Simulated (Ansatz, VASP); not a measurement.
One calculation of Pd2Br, two programs

```
Pd Br
1.0
     3.82388    0.00000    0.00000
     0.00000    8.59104    0.00000
     0.00000    0.00000    3.63467
Pd Br
4 2
Cartesian
  1.0972 6.7482 1.8173
  3.0091 6.1384 0.0000
  2.7267 1.8428 1.8173
  0.8147 2.4527 0.0000
  1.9119 4.2955 1.8173
  0.0000 0.0000 0.0000
```

Alike in both runs: functional PBE; k mesh 10 × 6 × 10; occupations gaussian, width 0.1 eV; no spin polarisation.

Ansatz relaxed the structure, and its values are those at the end. VASP's run is a single point on that final structure, the one shown.

```csv
,VASP,Ansatz
version,VASP 6.6.1,Ansatz 0.2.0
potentials or method,"VASP PAW PBE potentials, release 64 (Pd, Br), cutoff 520 eV","scalar-relativistic, plane waves, PAW"
valence electrons in the cell,54,86
```

|  | VASP | Ansatz | Ansatz less VASP |
| --- | --- | --- | --- |
| gap on the k mesh at the Fermi level (eV) | none | none | - |
| pressure (GPa) | 0.0 | 0.0 | +0.06 |

A gap of «none» marks a metal or a gap that the smearing closes. With one functional, cell and mesh, what is left measures potentials, basis and numerics. VASP's potentials hold 54 valence electrons a cell and Ansatz's 86, so a difference there can come from the potentials and not from the codes.
